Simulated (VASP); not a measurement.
Here is a VASP 6.6.1 calculation.

INCAR

```
PREC = Accurate
ENCUT = 520
EDIFF = 1E-6
ISMEAR = -1
SIGMA = 0.05
LREAL = F
LASPH = T
NELM = 60
ALGO = Normal
ISIF = 2
LWAVE = F
LCHARG = F
GGA = B5
ALDAX = 1.0
AGGAX = 1.0
AGGAC = 1.0
ALDAC = 0.0
NBANDS = 20
```

Contents of KPOINTS:

```
Automatic mesh
0
Gamma
  5 5 5
```

POSCAR

```
CdF2
1.0
    0.0000000000      2.6940000000      2.6940000000
    2.6940000000      0.0000000000      2.6940000000
    2.6940000000      2.6940000000      0.0000000000
Cd F
1 2
Direct
    0.0000000000      0.0000000000      0.0000000000
    0.7500000000      0.7500000000      0.7500000000
    0.2500000000      0.2500000000      0.2500000000
```

Potentials or basis: VASP PAW PBE potentials, release 64 (Cd, F).

Command:

```sh
$ cat potpaw_PBE.64/Cd/POTCAR potpaw_PBE.64/F/POTCAR > POTCAR
$ mpirun -np 1 vasp_std > vasp.out
```

Task: What does it give for the band gap on the k mesh?

Result: 3.22 eV (least direct gap 3.62 eV).

Task: Predict the pressure.

Result: 9.4 GPa.

Caveat: the cell stands under pressure; the PAW data sets were made with another functional, which shifts forces and pressure a little; an odd mesh through Γ misses points on the zone boundary, where band edges can lie.
